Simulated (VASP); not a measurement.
Input of a VASP 6.6.1 run:

Contents of INCAR:

```
SYSTEM = PbS
  PREC = Accurate
  ENCUT = 520
  EDIFF = 1E-7
  ISMEAR = -1
  SIGMA = 0.05
  LREAL = .False.
  LASPH = .True.
  NELM = 60
  ALGO = Normal
  ISIF = 2
  LWAVE = .False.
  LCHARG = .False.
  GGA = PE
  NBANDS = 17
```

The input KPOINTS:

```
regular mesh
0
Gamma
  8 8 8
  0 0 0
```

POSCAR

```
PbS
1.0
    2.1126617058      1.2197458045      3.4519162518
   -2.1126617058      1.2197458045      3.4519162518
    0.0000000000     -2.4394916091      3.4519162518
Pb S
1 1
Direct
    0.9889180000      0.9767410000      0.9842380000
    0.4903730000      0.4763620000      0.4686870000
```

Potentials or basis: VASP PAW PBE potentials, release 64 (Pb_d, S).

Launch:

```console
$ cat potpaw_PBE.64/Pb_d/POTCAR potpaw_PBE.64/S/POTCAR > POTCAR
$ mpirun -np 1 vasp_std > vasp.out
```

(1) What does it give for the pressure?

(2) Predict the band gap on the k mesh.

(3) Predict the largest force.

Results:

(1) 0.9 GPa.

(2) 0.45 eV, direct.

(3) 0.022 eV/Å.

Caveat: the cell differs from its parent crystal (atoms moved at random); spin-orbit coupling is left out, which moves the levels of the heavy elements.
